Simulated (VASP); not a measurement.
Here is a VASP 6.6.1 calculation.

File INCAR:

```
PREC = Accurate
ENCUT = 600
EDIFF = 1E-6
ISMEAR = -1
SIGMA = 0.08
LREAL = False
LASPH = True
NELM = 120
ALGO = Normal
ISIF = 2
LWAVE = False
LCHARG = False
GGA = PE
NBANDS = 16
GGA_COMPAT = False
```

Contents of KPOINTS:

```
Automatic mesh
0
Gamma
  13 13 13
```

Contents of POSCAR:

```
NbN
1.0
    0.0000000000      2.1648409588      2.1648409588
    2.1648409588      0.0000000000      2.1648409588
    2.1648409588      2.1648409588      0.0000000000
Nb N
1 1
Direct
    0.5000000000      0.5000000000      0.5000000000
    0.0000000000      0.0000000000      0.0000000000
```

Potentials or basis: VASP PAW PBE potentials, release 64 (Nb_sv, N).

Launch:

```console
$ cat potpaw_PBE.64/Nb_sv/POTCAR potpaw_PBE.64/N/POTCAR > POTCAR
$ mpirun -np 1 vasp_std > vasp.out
```

(1) Predict the band gap on the k mesh.

(2) Predict the pressure.

Results:

(1) zero (bands 9 and 10 overlap by 3.65 eV).

(2) 21.4 GPa.

Caveat: the cell stands under pressure.
